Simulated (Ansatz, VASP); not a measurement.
**Ag: VASP beside Ansatz**

```
Ag
1.0
    -1.69317    1.69317    1.69317
     1.69317   -1.69317    1.69317
     1.69317    1.69317   -1.69317
Ag
1
Direct
  0.00000 0.00000 0.00000
```

Alike in both runs: task relaxation of cell and atoms; functional PBEsol; k mesh 8 × 8 × 8; occupations gaussian, width 0.1 eV; no spin polarisation.

|  | VASP | Ansatz |
| --- | --- | --- |
| version | VASP 6.6.1 | Ansatz 0.2.0 |
| potentials or method | VASP PAW PBE potentials, release 64 (Ag), cutoff 500 eV | scalar-relativistic, plane waves, PAW |
| valence electrons in the cell | 11 | 19 |

VASP gave:

- gap on the k mesh at the Fermi level, each at its own relaxed structure (eV): none
- relaxed volume (Å³/atom): 16.73
- relaxed length of the cell vector where the two differ most in proportion (Å): 2.791

Task: Which values does Ansatz return?

Result: gap on the k mesh at the Fermi level, each at its own relaxed structure (eV): none; relaxed volume (Å³/atom): 16.71; relaxed length of the cell vector where the two differ most in proportion (Å): 2.790.

VASP's potentials were made for PBE, not for PBEsol. A gap of «none» marks a metal or a gap that the smearing closes. VASP's potentials hold 11 valence electrons a cell and Ansatz's 19, so a difference there can come from the potentials and not from the codes.
